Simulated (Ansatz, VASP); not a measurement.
**Two plane-wave programs on Ag**

```
CELL_PARAMETERS angstrom
-1.65287 1.65287 1.57224
1.65287 -1.65287 1.57224
1.65287 1.65287 -1.57224
ATOMIC_POSITIONS crystal
Ag 0.00000 0.00000 0.00000
```

Change from the starting cell: strain +0.025 along x and y, -0.025 along z, atoms carried along.

Alike in both runs: task single point; functional PBEsol; k mesh 26 × 26 × 26; occupations gaussian, width 0.15 eV; no spin polarisation.

|  | VASP | Ansatz |
| --- | --- | --- |
| version | VASP 6.6.1 | Ansatz 0.2.0 |
| potentials or method | VASP PAW PBE potentials, release 64 (Ag), cutoff 520 eV | scalar-relativistic, plane waves, PAW |
| valence electrons in the cell | 11 | 19 |

```tsv
	VASP	Ansatz	Ansatz less VASP
gap on the k mesh at the Fermi level (eV)	none	none	-
pressure (GPa)	-2.7	-2.6	+0.09
traceless stress, the component that is largest in VASP (GPa)	-0.32	-0.32	-0.001
```

VASP's potentials were made for PBE, not for PBEsol. A gap of «none» marks a metal or a gap that the smearing closes. VASP's potentials hold 11 valence electrons a cell and Ansatz's 19, so a difference there can come from the potentials and not from the codes.
